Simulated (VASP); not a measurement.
A run of VASP 6.6.1 is set up as follows.

File INCAR:

```
  ALGO = Normal
  EDIFF = 1E-7
  ENCUT = 520
  GGA = PE
  ISIF = 2
  ISMEAR = -1
  LASPH = True
  LCHARG = False
  LREAL = False
  LWAVE = False
  NBANDS = 45
  NELM = 80
  PREC = Accurate
  SIGMA = 0.02
```

Contents of KPOINTS:

```
k-points
0
Gamma
  4 10 4
```

The input POSCAR:

```
Si3C3N8
1.0
    7.1193023917      0.0000000000      0.0494991911
    0.0000000000      2.7106110899      0.0000000000
   -3.5170467072      0.0000000000      6.0044874316
Si C N
3 3 8
Direct
    0.5792750031      0.5000000000      0.8183318553
    0.8313249333      0.0000000000      0.2359270115
    0.7800495756      0.0000000000      0.5997805301
    0.2240873914      0.5000000000      0.4049915085
    0.1889581090      0.5000000000      0.7739386743
    0.3986603176      0.0000000000      0.1775485684
    0.3103687568      0.5000000000      0.6453467549
    0.6390777728      0.0000000000      0.3173800535
    0.7204487278      0.5000000000      0.6893281796
    0.6510506611      0.0000000000      0.9694925894
    0.0571997380      0.0000000000      0.7085028069
    0.9934892321      0.5000000000      0.2978323783
    0.3051969984      0.0000000000      0.3348781978
    0.3208127831      0.5000000000      0.0267208912
```

Potentials or basis: VASP PAW PBE potentials, release 64 (Si, C, N).

Run with:

```bash
$ cat potpaw_PBE.64/Si/POTCAR potpaw_PBE.64/C/POTCAR potpaw_PBE.64/N/POTCAR > POTCAR
$ mpirun -np 1 vasp_std > vasp.out
```

(1) What does it give for the pressure?

(2) Predict the band gap on the k mesh.

Answers

(1) 5.6 GPa.

(2) 2.14 eV (least direct gap 2.45 eV).

Caveat: the cell stands under pressure.
